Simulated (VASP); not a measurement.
# SnO2 (C2/m) in VASP: a series of runs

Runs on SnO2. Level: PBE+D3(BJ). Tasks: single point.

Program: VASP 6.6.1. These are calculated values, not measurements. Logs are shortened: lines on timing, memory, paths and dates and some standing lists are left out, and cuts for length are marked.

**1. The cell of the first run**

Symmetry: C2/m, No. 12, monoclinic system. Conventional cell: a = 5.607 Å, b = 3.237 Å, c = 13.332 Å, α = 90.00°, β = 97.25°, γ = 90.00°. Sn (site symmetry 2/m) has 6 O at 2.12 Å within 2.8 Å. Within 2.8 Å of Sn (site symmetry m) lie 6 O at 2.12 Å. O (site symmetry m) has 3 Sn at 2.12 Å and 3 O at 2.72 Å within 2.8 Å. O (site symmetry m) has 3 Sn at 2.12 Å and 3 O at 2.72 Å within 2.8 Å. O (site symmetry m) has 3 Sn at 2.12 Å and 3 O at 2.72 Å within 2.8 Å.

**2. Single point, PBE+D3(BJ)**

File INCAR:

```
SYSTEM = SnO2
ALGO = Normal
EDIFF = 1E-6
ENCUT = 520
GGA = PE
ISIF = 2
ISMEAR = 0
IVDW = 12
LASPH = .TRUE.
LCHARG = .FALSE.
LREAL = .FALSE.
LWAVE = .FALSE.
NBANDS = 49
NELM = 100
PREC = Accurate
SIGMA = 0.05
```

File KPOINTS:

```
k-points
0
G
  9 9 2
  0 0 0
```

File POSCAR:

```
SnO2
1.0
   -3.2372529198      0.0000000000      0.0000000000
   -1.6186264599     -2.8035432670      0.0000000000
   -1.4567638139     -0.8410629802     13.2254773976
Sn O
3 6
Direct
    0.5206411453      0.5206411453      0.4867517379
    0.9513280713     -0.0486719287      0.1622397622
    0.0899542193      0.0899542193      0.8112637135
    0.5955255234      0.5955255234      0.2371371442
    0.7341516713     -0.2658483287      0.8861610955
    0.1648385974      0.1648385974      0.5616491199
    0.4457567672      0.4457567672      0.7363663315
    0.8764436932     -0.1235563068      0.4118543559
    0.3071306193      0.3071306193      0.0873423802
```

Potentials or basis: VASP PAW PBE potentials, release 64 (Sn_d, O).

Run with:

```
$ cat potpaw_PBE.64/Sn_d/POTCAR potpaw_PBE.64/O/POTCAR > POTCAR
$ mpirun -np 1 vasp_std > vasp.out
```

OUTCAR:

```text
SYSTEM = SnO2
   EDIFF = 1E-6
   ENCUT = 520
   GGA = PE
   ISIF = 2
   ISMEAR = 0
   IVDW = 12
   LASPH = .TRUE.
   LREAL = .FALSE.
   NELM = 100
   PREC = Accurate
 IVDW          = 12

 ion  position               nearest neighbor table
   1  0.521  0.521  0.487-   6 2.12   8 2.12   6 2.12   8 2.12   6 2.12   8 2.12
   2  0.951  0.951  0.162-   9 2.12   9 2.12   4 2.12   4 2.12   4 2.12   9 2.12
   3  0.090  0.090  0.811-   5 2.12   5 2.12   7 2.12   7 2.12   7 2.12   5 2.12
   4  0.596  0.596  0.237-   2 2.12   2 2.12   2 2.12
   5  0.734  0.734  0.886-   3 2.12   3 2.12   3 2.12
   6  0.165  0.165  0.562-   1 2.12   1 2.12   1 2.12
   7  0.446  0.446  0.736-   3 2.12   3 2.12   3 2.12
   8  0.876  0.876  0.412-   1 2.12   1 2.12   1 2.12
   9  0.307  0.307  0.087-   2 2.12   2 2.12   2 2.12

  LATTYP: Found a base centered monoclinic cell.
 ALAT       =     5.6070865340
 B/A-ratio  =     0.5773502692
 C/A-ratio  =     2.3777092660
 COS(beta)  =    -0.1261718597

  Lattice vectors:

 A1 = (   3.2372529198,   0.0000000000,   0.0000000000)
 A2 = (   1.6186264599,   2.8035432670,   0.0000000000)
 A3 = (  -1.4567638139,  -0.8410629802,  13.2254773976)

Analysis of symmetry for initial positions (statically):
=====================================================================
 Subroutine PRICEL returns:
 Original cell was already a primitive cell.

 Routine SETGRP: Setting up the symmetry group for a
 base centered monoclinic supercell.

 Subroutine GETGRP returns: Found  4 space group operations
 (whereof  2 operations were pure point group operations)
 out of a pool of  4 trial point group operations.

The static configuration has the point symmetry C_1h.
 The point group associated with its full space group is C_2h.

Analysis of symmetry for dynamics (positions and initial velocities):
=====================================================================
 Subroutine PRICEL returns:
 Original cell was already a primitive cell.

 Routine SETGRP: Setting up the symmetry group for a
 base centered monoclinic supercell.

 Subroutine GETGRP returns: Found  4 space group operations
 (whereof  2 operations were pure point group operations)
 out of a pool of  4 trial point group operations.

The dynamic configuration has the point symmetry C_1h.
 The point group associated with its full space group is C_2h.

 Subroutine INISYM returns: Found  4 space group operations
 (whereof  2 operations are pure point group operations),
 and found     1 'primitive' translations

----------------------------------------------------------------------------------------

                                     Primitive cell

  volume of cell :     120.0315

  direct lattice vectors                    reciprocal lattice vectors
    -3.237252920  0.000000000  0.000000000    -0.308903884  0.178345741 -0.022683491
    -1.618626460 -2.803543267  0.000000000     0.000000000 -0.356691481 -0.022683491
    -1.456763814 -0.841062980 13.225477398     0.000000000  0.000000000  0.075611637

  length of vectors
     3.237252920  3.237252920 13.332021607     0.357412022  0.357412022  0.075611637

  position of ions in fractional coordinates (direct lattice)
     0.520641145  0.520641145  0.486751738
     0.951328071  0.951328071  0.162239762
     0.089954219  0.089954219  0.811263713
     0.595525523  0.595525523  0.237137144
     0.734151671  0.734151671  0.886161096
     0.164838597  0.164838597  0.561649120
     0.445756767  0.445756767  0.736366332
     0.876443693  0.876443693  0.411854356
     0.307130619  0.307130619  0.087342380

  ion indices of the primitive-cell ions
   primitive index   ion index
                 1           1
                 2           2
                 3           3
                 4           4
                 5           5
                 6           6
                 7           7
                 8           8
                 9           9

----------------------------------------------------------------------------------------

 KPOINTS: k-points

Automatic generation of k-mesh.
 Grid dimensions read from file:
 generate k-points for:    9    9    2

 Generating k-lattice:

  Cartesian coordinates                     Fractional coordinates (reciprocal lattice)
    -0.034322654  0.019816193 -0.002520388     0.111111111 -0.000000000  0.000000000
     0.000000000 -0.039632387 -0.002520388     0.000000000  0.111111111  0.000000000
     0.000000000  0.000000000  0.037805819     0.000000000  0.000000000  0.500000000

  Length of vectors
     0.039712447  0.039712447  0.037805819

  Shift w.r.t. Gamma in fractional coordinates (k-lattice)
     0.000000000  0.000000000  0.000000000

 Subroutine IBZKPT returns following result:
 ===========================================

 Found     50 irreducible k-points:

 Following reciprocal coordinates:
            Coordinates               Weight
  0.000000  0.000000  0.000000      1.000000
  0.111111  0.000000  0.000000      4.000000
  0.222222  0.000000  0.000000      4.000000
  0.333333  0.000000 -0.000000      4.000000
  0.444444  0.000000  0.000000      4.000000
  0.111111  0.111111  0.000000      2.000000
[... 16 lines left out ...]
 -0.333333  0.333333  0.000000      2.000000
  0.444444  0.444444  0.000000      2.000000
 [... further k-points ...]
   k-points           NKPTS =     50   k-points in BZ     NKDIM =     50   number of bands    NBANDS=     49
   number of dos      NEDOS =    301   number of ions     NIONS =      9
   total plane-waves  NPLWV =  57600
   dimension x,y,z NGX =    24 NGY =   24 NGZ =  100
   dimension x,y,z NGXF=    48 NGYF=   48 NGZF=  200
   ions per type =               3   6
   NGX,Y,Z   is equivalent  to a cutoff of  12.32, 12.32, 12.47 a.u.
   NGXF,Y,Z  is equivalent  to a cutoff of  24.65, 24.65, 24.94 a.u.
 SYSTEM =  SnO2
   PREC   = accura    normal or accurate (medium, high low for compatibility)
   ISTART =      0    job   : 0-new  1-cont  2-samecut
   ICHARG =      2    charge: 1-file 2-atom 10-const
   ISPIN  =      1    spin polarized calculation?
   LNONCOLLINEAR =      F non collinear calculations
   LSORBIT =      F    spin-orbit coupling
   LASPH  =      T    aspherical Exc in radial PAW
   ENCUT  =  520.0 eV  38.22 Ry    6.18 a.u.   6.02  6.02 24.79*2*pi/ulx,y,z
   NELM   =    100;   NELMIN=  2; NELMDL= -5     # of ELM steps
   EDIFF  = 0.1E-05   stopping-criterion for ELM
   LREAL  =      F    real-space projection
   EDIFFG = 0.1E-04   stopping-criterion for IOM
   NSW    =      0    number of steps for IOM
   IBRION =     -1    ionic relax: 0-MD 1-quasi-New 2-CG
   NFREE  =      0    steps in history (QN), initial steepest desc. (CG)
   ISIF   =      2    stress and relaxation
   ISYM   =      2    0-nonsym 1-usesym 2-fastsym
   POTIM  = 0.5000    time-step for ionic-motion
   TEBEG  =    0.0;   TEEND  =   0.0 temperature during run
   PSTRESS=    0.0 pullay stress
   NELECT =      78.0000    total number of electrons
   NUPDOWN=      -1.0000    fix difference up-down
   EMIN   =  10.00;   EMAX   =-10.00  energy-range for DOS
   EFERMI =   0.00;   METHOD = LEGACY
   ISMEAR =     0;   SIGMA  =   0.05  broadening in eV -4-tet -1-fermi 0-gaus
   EFERMI_NEDOS =   21; number of points for ismear=-14 and -15
   IALGO  =     38    algorithm
   IMIX   =      4    mixing-type and parameters
     AMIX     =   0.40;   BMIX     =  1.00
     AMIX_MAG =   1.60;   BMIX_MAG =  1.00
  volume/ion in A,a.u.               =      13.34        90.00
  Fermi-wavevector in a.u.,A,eV,Ry     =   1.417995  2.679621 27.357357  2.010709
  Thomas-Fermi vector in A             =   2.539167
   LORBIT       =      0    0 simple, 1 ext, 2 COOP (PROOUT), +10 PAW based schemes
   GGA     = PE    functional components
   LHFCALC =     F    Hartree Fock is set to
   AEXX    =    0.0000 exact exchange contribution
   IVDW    =    12    specifies the selected vdW correction
   LEPSILON=     F    determine dielectric tensor
   LRPA    =     F    only Hartree local field effects (RPA)
 non-spin polarized calculation
 Gauss-broadening in eV      SIGMA  =   0.05
  energy-cutoff  :      520.00
  volume of cell :      120.03
 maximum number of plane-waves:      3278
   NGX = 13   NGY = 13   NGZ = 49

 number of electron      78.0000007 magnetization

 Free energy of the ion-electron system (eV)
  ---------------------------------------------------
  ext. energy  EPLUGINS =         0.00000000
  ---------------------------------------------------
  free energy    TOTEN  =       -54.48320691 eV

  energy without entropy =      -54.48320691  energy(sigma->0) =      -54.48320691

 E-fermi :   4.7423     XC(G=0): -10.5428

 val. band max:        4.4601166682   @ k =   0.1111   0.0000   0.0000
 cond. band min:       6.1180533476   @ k =   0.0000   0.0000   0.0000
 fundamental gap:      1.6579366794
 Fermi energy:         4.7422809412

 k-point     1 :       0.0000    0.0000    0.0000
  band No.  band energies     occupation
      1     -15.7328      2.00000
      2     -15.7294      2.00000
      3     -15.7289      2.00000
      4     -15.4841      2.00000
      5     -15.4841      2.00000
      6     -15.4810      2.00000
[... 41 lines left out ...]
     48      15.3885      0.00000
     49      15.4592      0.00000

 k-point     2 :       0.1111    0.0000    0.0000
  band No.  band energies     occupation
      1     -15.6908      2.00000
      2     -15.6875      2.00000
      3     -15.6860      2.00000
      4     -15.5783      2.00000
      5     -15.5753      2.00000
      6     -15.5736      2.00000
[... 41 lines left out ...]
     48      14.9049      0.00000
     49      15.5929      0.00000

 k-point     3 :       0.2222    0.0000    0.0000
  band No.  band energies     occupation
      1     -15.8667      2.00000
      2     -15.8616      2.00000
      3     -15.8575      2.00000
      4     -15.5352      2.00000
      5     -15.5320      2.00000
      6     -15.5278      2.00000
[... 1081 lines left out ...]
     48      14.6023      0.00000
     49      14.7644      0.00000

 k-point    24 :       0.4444    0.4444    0.0000
  band No.  band energies     occupation
      1     -16.2658      2.00000
      2     -16.2620      2.00000
      3     -16.2581      2.00000
      4     -15.4470      2.00000
      5     -15.4453      2.00000
      6     -15.4445      2.00000
[... 41 lines left out ...]
     48      15.1048      0.00000
     49      15.8139      0.00000

 [... further k-points ...]

------------------------ aborting loop because EDIFF is reached ----------------------------------------

 Edisp (eV)   -1.75587

 E8    (eV) :    -0.6968

  FORCE on cell =-STRESS in cart. coord.  units (eV):
  Direction    XX          YY          ZZ          XY          YZ          ZX
  --------------------------------------------------------------------------------------
  -------------------------------------------------------------------------------------
  Total       0.21736     0.26839     0.35650    -0.04420    -0.00048    -0.00084
  in kB       2.90126     3.58250     4.75858    -0.58997    -0.00644    -0.01116
  external pressure =        3.75 kB  Pullay stress =        0.00 kB

 VOLUME and BASIS-vectors are now :
 -----------------------------------------------------------------------------
  energy-cutoff  :      520.00
  volume of cell :      120.03
      direct lattice vectors                 reciprocal lattice vectors
    -3.237252920  0.000000000  0.000000000    -0.308903884  0.178345741 -0.022683491
    -1.618626460 -2.803543267  0.000000000     0.000000000 -0.356691481 -0.022683491
    -1.456763814 -0.841062980 13.225477398     0.000000000  0.000000000  0.075611637

 POSITION                                       TOTAL-FORCE (eV/Angst)
 -----------------------------------------------------------------------------------
     -3.23725     -1.86903      6.43752        -0.000000     -0.000000      0.000000
     -4.85588     -2.80354      2.14570         0.006455      0.003727      0.121280
     -1.61863     -0.93451     10.72935        -0.006455     -0.003727     -0.121280
     -3.23725     -1.86903      3.13625         0.000823      0.000475      0.058946
     -4.85588     -2.80354     11.71990         0.013831      0.007985      0.210746
     -1.61863     -0.93451      7.42808        -0.000111     -0.000064      0.056049
     -3.23725     -1.86903      9.73880        -0.000823     -0.000475     -0.058946
     -4.85588     -2.80354      5.44697         0.000111      0.000064     -0.056049
     -1.61863     -0.93451      1.15514        -0.013831     -0.007985     -0.210746
 -----------------------------------------------------------------------------------
    total drift:                               -0.000029     -0.000017     -0.000099

  FREE ENERGIE OF THE ION-ELECTRON SYSTEM (eV)
  ---------------------------------------------------
  free  energy   TOTEN  =       -56.2390787209 eV

  energy  without entropy=      -56.2390787209  energy(sigma->0) =      -56.23907872
```

It took 3.6 min on 1 thread of Intel Xeon Platinum 8124M at 3.00GHz (Skylake/Cascade Lake), shared host; peak memory 0.37 GiB.

What came out:

* Free energy: -56.2391 eV
* Pressure: 0.4 GPa
* Largest force: 0.211 eV/Å
* Band gap on the k mesh: 1.66 eV, indirect (least direct gap 1.68 eV)
* Dispersion energy per atom: -0.195 eV

Forces on the atoms (eV/Å):
```
Sn   0.000  0.000  0.000
Sn   0.006  0.004  0.121
Sn  -0.006 -0.004 -0.121
O    0.001  0.000  0.059
O    0.014  0.008  0.211
O    0.000  0.000  0.056
O   -0.001  0.000 -0.059
O    0.000  0.000 -0.056
O   -0.014 -0.008 -0.211
```

Stress tensor (GPa, compression positive):
```
 0.29 -0.06  0.00
-0.06  0.36  0.00
 0.00  0.00  0.48
```

Caveat: spin-orbit coupling is left out, which moves the levels of the heavy elements. PBE gaps usually lie below the measured ones, often by a third to a half.

**3. Single point, PBE+D3(BJ)**

This run uses another cell than the first one, of 12.73 Å³/atom, 0.955 times its volume.

File INCAR:

```
SYSTEM = SnO2
PREC     = Accurate       ! precision mode
ENCUT    = 520            ! plane-wave cutoff, eV
EDIFF    = 1E-6           ! SCF threshold, eV
ISMEAR   = 0              ! smearing method
SIGMA    = 0.05           ! smearing width, eV
LREAL    = .False.        ! projectors in reciprocal space
LASPH    = .True.         ! aspherical terms in the spheres
NELM     = 80             ! most SCF steps
ALGO     = Normal         ! electronic algorithm
ISIF     = 2              ! what is computed and relaxed
LWAVE    = .False.        ! write WAVECAR
LCHARG   = .True.         ! write CHGCAR
GGA      = PE             ! functional
IVDW     = 12             ! dispersion correction
LELF     = .True.         ! ELF
LVHAR    = .True.       
NBANDS   = 49             ! bands
```

File KPOINTS:

```
regular mesh
0
Gamma
  9 9 2
  0 0 0
```

File POSCAR:

```
SnO2
1.0
   -3.2372529198      0.0000000000      0.0000000000
   -1.6186264599     -2.8035432670      0.0000000000
   -1.4567638139     -0.8410629802     12.6254773976
Sn O
3 6
Direct
    0.5137015810      0.5137015810      0.5098836190
    0.9490150374     -0.0509849626      0.1699498752
    0.0783881245      0.0783881245      0.8498173628
    0.5921446860      0.5921446860      0.2484066022
    0.7215177731     -0.2784822269      0.9282740898
    0.1568312295      0.1568312295      0.5883403460
    0.4352584759      0.4352584759      0.7713606359
    0.8705719324     -0.1294280676      0.4314268921
    0.3058853888      0.3058853888      0.0914931483
```

Potentials or basis: VASP PAW PBE potentials, release 64 (Sn_d, O).

Run with:

```
$ cat potpaw_PBE.64/Sn_d/POTCAR potpaw_PBE.64/O/POTCAR > POTCAR
$ mpirun -np 1 vasp_std > vasp.out
```

Wall time 4.1 min (1 thread of Intel Xeon Platinum 8488C (Sapphire Rapids), shared host); peak memory 0.36 GiB.

It converged, with:

* Free energy: -56.1433 eV
* Pressure: 1.4 GPa
* Largest force: 0.281 eV/Å
* Band gap on the k mesh: 1.38 eV, direct
* Dispersion energy per atom: -0.206 eV

Forces in eV/Å, atoms in the order of the input:
```
Sn   0.000  0.000  0.000
Sn   0.024  0.014  0.279
Sn  -0.024 -0.014 -0.279
O    0.004  0.002  0.055
O    0.083  0.048 -0.152
O    0.000  0.000  0.057
O   -0.004 -0.002 -0.055
O    0.000  0.000 -0.057
O   -0.083 -0.048  0.152
```

Stress tensor (GPa, compression positive):
```
 0.83 -0.26 -0.07
-0.26  1.13 -0.04
-0.07 -0.04  2.38
```

Levels at points of the mesh, in eV from the valence-band top:
```tsv
k point	band 35	band 36	band 37	band 38	band 39	band 40	band 41	band 42	band 43	band 44
(0.00, 0.00, 0.00)	-1.23	-1.21	-1.21	-1.16	0.00	1.38	2.95	3.12	5.40	5.42
(0.00, 0.00, 0.50)	-1.26	-1.19	-1.14	-0.75	-0.60	2.00	2.17	3.47	5.34	5.55
```

Caveat: spin-orbit coupling is left out, which moves the levels of the heavy elements. PBE gaps usually lie below the measured ones, often by a third to a half.

**4. Single point, PBE+D3(BJ)**

This run uses another cell than the first one, of 13.79 Å³/atom, 1.034 times its volume.

File INCAR:

```
SYSTEM = SnO2
ALGO = Normal ; EDIFF = 1E-6
ENCUT = 520 ; GGA = PE
ISIF = 2 ; ISMEAR = 0
IVDW = 12 ; LASPH = .TRUE.
LCHARG = .FALSE. ; LREAL = .FALSE.
LWAVE = .FALSE. ; NBANDS = 49
NELM = 100 ; PREC = Accurate
SIGMA = 0.05
```

File KPOINTS:

```
k-points
0
G
  9 9 2
  0 0 0
```

File POSCAR:

```
SnO2
1.0
   -3.2372529198      0.0000000000      0.0000000000
   -1.6186264599     -2.8035432670      0.0000000000
   -3.3991155658     -1.9624802870     13.6754773976
Sn O
3 6
Direct
    0.3371522560      0.3371522560      0.4707348724
    0.8901691859     -0.1098308141      0.1569011630
   -0.2158646739     -0.2158646739      0.7845685818
    0.5061328663      0.5061328663      0.2293340005
    0.4000990065     -0.5999009935      0.8570014193
   -0.0468840636     -0.0468840636      0.5431677099
    0.1681716457      0.1681716457      0.7121357442
    0.7211885756     -0.2788114244      0.3983020348
    0.2742055055      0.2742055055      0.0844683255
```

Run with:

```
$ cat potpaw_PBE.64/Sn_d/POTCAR potpaw_PBE.64/O/POTCAR > POTCAR
$ mpirun -np 1 vasp_std > vasp.out
```

It took 2.2 min on 1 thread of Intel Xeon 6975P-C (Granite Rapids), shared host; peak memory 0.38 GiB.

The run converged. Its results:

| Property | Result |
| --- | --- |
| Free energy | -56.1769 eV |
| Pressure | 0.4 GPa |
| Largest force | 0.202 eV/Å |
| Band gap on the k mesh | 1.74 eV, indirect (least direct gap 1.82 eV) |
| Dispersion energy per atom | -0.189 eV |

Forces in eV/Å, atoms in the order of the input:
```
Sn   0.000  0.000  0.000
Sn   0.000  0.000  0.140
Sn   0.000  0.000 -0.140
O    0.000  0.000  0.062
O    0.011  0.006  0.202
O    0.000  0.000  0.055
O    0.000  0.000 -0.062
O    0.000  0.000 -0.055
O   -0.011 -0.006 -0.202
```

Stress tensor (GPa, compression positive):
```
 0.21  0.00 -0.05
 0.00  0.21 -0.03
-0.05 -0.03  0.67
```

Levels at points of the mesh, in eV from the valence-band top:
| k point | band 35 | band 36 | band 37 | band 38 | band 39 | band 40 | band 41 | band 42 | band 43 | band 44 |
| --- | --- | --- | --- | --- | --- | --- | --- | --- | --- | --- |
| (0.00, 0.00, 0.00) | -1.06 | -1.06 | -1.00 | -1.00 | -0.08 | 1.74 | 2.79 | 3.18 | 5.53 | 5.60 |
| (0.00, 0.00, 0.50) | -1.04 | -1.01 | -1.01 | -0.70 | -0.39 | 2.06 | 2.36 | 3.36 | 5.47 | 5.73 |

Caveat: spin-orbit coupling is left out, which moves the levels of the heavy elements.

[end of part 1 of 2]
